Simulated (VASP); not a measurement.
# MgO (P6_3mc) in VASP: further runs, part 2 of 3

VASP 6.6.1. The steps go on from the part before.

## Step 4: Single point, PBEsol (c/a of the conventional cell at fixed volume 1.6106)

INCAR reads:

```
SYSTEM = MgO
PREC = Accurate
ENCUT = 520
EDIFF = 1E-6
ISMEAR = 0
SIGMA = 0.05
LREAL = .FALSE.
LASPH = .TRUE.
NELM = 80
ALGO = Normal
ISIF = 2
LWAVE = .FALSE.
LCHARG = .FALSE.
GGA = PS
NBANDS = 16
```

KPOINTS reads:

```
regular mesh
0
G
  9 9 6
  0 0 0
```

POSCAR reads:

```
MgO
1.0
    3.2399209199      0.0000000000      0.0000000000
   -1.6199604600      2.8058538229      0.0000000000
    0.0000000000      0.0000000000      5.2182166336
Mg O
2 2
Direct
    0.3333333333      0.6666666667     -0.0317643073
    0.6666666667      0.3333333333      0.4682356927
    0.3333333333      0.6666666667      0.4009416620
    0.6666666667      0.3333333333      0.9009416620
```

Potentials or basis: VASP PAW PBE potentials, release 64 (Mg, O).

On the command line:

```bash
$ cat potpaw_PBE.64/Mg/POTCAR potpaw_PBE.64/O/POTCAR > POTCAR
$ mpirun -np 1 vasp_std > vasp.out
```

OUTCAR:

```text
SYSTEM = MgO
   PREC = Accurate
   ENCUT = 520
   EDIFF = 1E-6
   ISMEAR = 0
   LREAL = .FALSE.
   LASPH = .TRUE.
   NELM = 80
   ISIF = 2
   GGA = PS

 ion  position               nearest neighbor table
   1  0.333  0.667  0.968-   4 1.90   4 1.90   4 1.90   3 2.26   2 3.21   2 3.21   2 3.21   2 3.21
                             2 3.21   2 3.21
   2  0.667  0.333  0.468-   3 1.90   3 1.90   3 1.90   4 2.26   1 3.21   1 3.21   1 3.21   1 3.21
                             1 3.21   1 3.21
   3  0.333  0.667  0.401-   2 1.90   2 1.90   2 1.90   1 2.26
   4  0.667  0.333  0.901-   1 1.90   1 1.90   1 1.90   2 2.26

  LATTYP: Found a hexagonal cell.
 ALAT       =     3.2399209199
 C/A-ratio  =     1.6106000000

  Lattice vectors:

 A1 = (   3.2399209199,   0.0000000000,   0.0000000000)
 A2 = (  -1.6199604600,   2.8058538229,   0.0000000000)
 A3 = (   0.0000000000,   0.0000000000,   5.2182166336)

Analysis of symmetry for initial positions (statically):
=====================================================================
 Subroutine PRICEL returns:
 Original cell was already a primitive cell.

 Routine SETGRP: Setting up the symmetry group for a
 hexagonal supercell.

 Subroutine GETGRP returns: Found 12 space group operations
 (whereof  6 operations were pure point group operations)
 out of a pool of 24 trial point group operations.

The static configuration has the point symmetry C_3v.
 The point group associated with its full space group is C_6v.

Analysis of symmetry for dynamics (positions and initial velocities):
=====================================================================
 Subroutine PRICEL returns:
 Original cell was already a primitive cell.

 Routine SETGRP: Setting up the symmetry group for a
 hexagonal supercell.

 Subroutine GETGRP returns: Found 12 space group operations
 (whereof  6 operations were pure point group operations)
 out of a pool of 24 trial point group operations.

The dynamic configuration has the point symmetry C_3v.
 The point group associated with its full space group is C_6v.

 Subroutine INISYM returns: Found 12 space group operations
 (whereof  6 operations are pure point group operations),
[... 120 lines left out ...]
     AMIX_MAG =   1.60;   BMIX_MAG =  1.00
  volume/ion in A,a.u.               =      11.86        80.03
  Fermi-wavevector in a.u.,A,eV,Ry     =   1.139570  2.153475 17.668792  1.298620
  Thomas-Fermi vector in A             =   2.276273
   LORBIT       =      0    0 simple, 1 ext, 2 COOP (PROOUT), +10 PAW based schemes
   GGA     = PS    functional components
   LHFCALC =     F    Hartree Fock is set to
   AEXX    =    0.0000 exact exchange contribution
   IVDW    =     0    specifies the selected vdW correction
   LEPSILON=     F    determine dielectric tensor
   LRPA    =     F    only Hartree local field effects (RPA)
 non-spin polarized calculation
 Gauss-broadening in eV      SIGMA  =   0.05
  energy-cutoff  :      520.00
  volume of cell :       47.44
 maximum number of plane-waves:      1302
   NGX = 13   NGY = 13   NGZ = 19

 number of electron      16.0000010 magnetization

 Free energy of the ion-electron system (eV)
  ---------------------------------------------------
  ext. energy  EPLUGINS =         0.00000000
  ---------------------------------------------------
  free energy    TOTEN  =       -24.21155438 eV

  energy without entropy =      -24.21155438  energy(sigma->0) =      -24.21155438

 E-fermi :   1.3189     XC(G=0):  -9.9471

 val. band max:        1.0983169106   @ k =   0.0000   0.0000   0.0000
 cond. band min:       4.2692742836   @ k =   0.0000   0.0000   0.0000
 fundamental gap:      3.1709573730
 Fermi energy:         1.3189278120

 k-point     1 :       0.0000    0.0000    0.0000
  band No.  band energies     occupation
      1     -15.2067      2.00000
      2     -14.5041      2.00000
      3      -2.3705      2.00000
      4       0.1972      2.00000
      5       0.1972      2.00000
      6       0.4648      2.00000
[... 433 lines left out ...]
      3      -1.7391      2.00000
      4      -1.1940      2.00000
      5      -1.1940      2.00000
      6      -0.6267      2.00000
[... 8 lines left out ...]
     15      13.9380      0.00000
     16      18.8112      0.00000

 [... further k-points ...]
[... 5 lines left out ...]
  --------------------------------------------------------------------------------------
  -------------------------------------------------------------------------------------
  Total        3.2119927      3.2119927     -3.0929252     -0.0000000      0.0000000      0.0000000
  in kB      108.4834732    108.4834732   -104.4620242     -0.0000000      0.0000000      0.0000000
  external PRESSURE =      37.5016407 kB  Pullay stress =       0.0000000 kB

 VOLUME and BASIS-vectors are now :
 -----------------------------------------------------------------------------
  energy-cutoff  :      520.00
  volume of cell :       47.44
      direct lattice vectors                 reciprocal lattice vectors
     3.239920920  0.000000000  0.000000000     0.308649509  0.178198877  0.000000000
    -1.619960460  2.805853823  0.000000000     0.000000000  0.356397754  0.000000000
     0.000000000  0.000000000  5.218216634     0.000000000  0.000000000  0.191636352

 POSITION                                       TOTAL-FORCE (eV/Angst)
 -----------------------------------------------------------------------------------
     -0.00000      1.87057      5.05246        -0.000000      0.000000      0.853411
      1.61996      0.93528      2.44336         0.000000     -0.000000      0.853411
     -0.00000      1.87057      2.09220         0.000000      0.000000     -0.853411
      1.61996      0.93528      4.70131        -0.000000      0.000000     -0.853411
 -----------------------------------------------------------------------------------
    total drift:                               -0.000000      0.000000      0.000914

  FREE ENERGIE OF THE ION-ELECTRON SYSTEM (eV)
  ---------------------------------------------------
  free  energy   TOTEN  =       -24.2115543755 eV

  energy  without entropy=      -24.2115543755  energy(sigma->0) =      -24.21155438
```

OSZICAR:

```text
N       E                     dE             d eps       ncg     rms          rms(c)
DAV:   1     0.576380896588E+02    0.57638E+02   -0.74676E+03  1536   0.880E+02
DAV:   2    -0.245320307094E+02   -0.82170E+02   -0.75817E+02  2072   0.192E+02
DAV:   3    -0.282445509984E+02   -0.37125E+01   -0.37051E+01  1832   0.431E+01
DAV:   4    -0.282594900334E+02   -0.14939E-01   -0.14939E-01  1816   0.319E+00
DAV:   5    -0.282595646447E+02   -0.74611E-04   -0.74611E-04  1832   0.216E-01    0.112E+01
DAV:   6    -0.243221283032E+02    0.39374E+01   -0.11217E+01  1536   0.250E+01    0.388E+00
DAV:   7    -0.242439344212E+02    0.78194E-01   -0.17339E-01  1536   0.330E+00    0.218E+00
DAV:   8    -0.242132632155E+02    0.30671E-01   -0.92544E-02  1616   0.326E+00    0.468E-01
DAV:   9    -0.242110953149E+02    0.21679E-02   -0.40891E-03  1872   0.562E-01    0.132E-01
DAV:  10    -0.242115494403E+02   -0.45413E-03   -0.44231E-04  1584   0.155E-01    0.144E-02
DAV:  11    -0.242115529352E+02   -0.34949E-05   -0.15377E-05  1904   0.290E-02    0.744E-03
DAV:  12    -0.242115543433E+02   -0.14081E-05   -0.27658E-06  1576   0.135E-02    0.435E-03
DAV:  13    -0.242115543755E+02   -0.32163E-07   -0.28589E-07   808   0.461E-03
   1 F= -.24211554E+02 E0= -.24211554E+02  d E =-.204585E-12
```

It took 14 s on 1 thread of Intel Xeon 6975P-C (Granite Rapids), shared host; peak memory 0.17 GiB.

What came out:

* Free energy: -24.2116 eV
* Pressure: 3.8 GPa
* Largest force: 0.853 eV/Å
* Band gap on the k mesh: 3.17 eV, direct

Forces on the atoms (eV/Å):
```
Mg   0.000  0.000  0.853
Mg   0.000  0.000  0.853
O    0.000  0.000 -0.853
O    0.000  0.000 -0.853
```

Levels at points of the mesh, in eV from the valence-band top:
| k point | band 4 | band 5 | band 6 | band 7 | band 8 | band 9 | band 10 | band 11 | band 12 | band 13 |
| --- | --- | --- | --- | --- | --- | --- | --- | --- | --- | --- |
| (0.00, 0.00, 0.00) | -0.90 | -0.90 | -0.63 | -0.63 | 0.00 | 3.17 | 8.61 | 9.66 | 14.56 | 14.56 |
| (0.00, 0.00, 0.50) | -2.15 | -0.77 | -0.77 | -0.77 | -0.77 | 5.80 | 5.80 | 12.49 | 12.49 | 14.99 |

Caveat: the PAW data sets were made with another functional, which shifts forces and pressure a little.

(Part 2 of 3 ends here.)
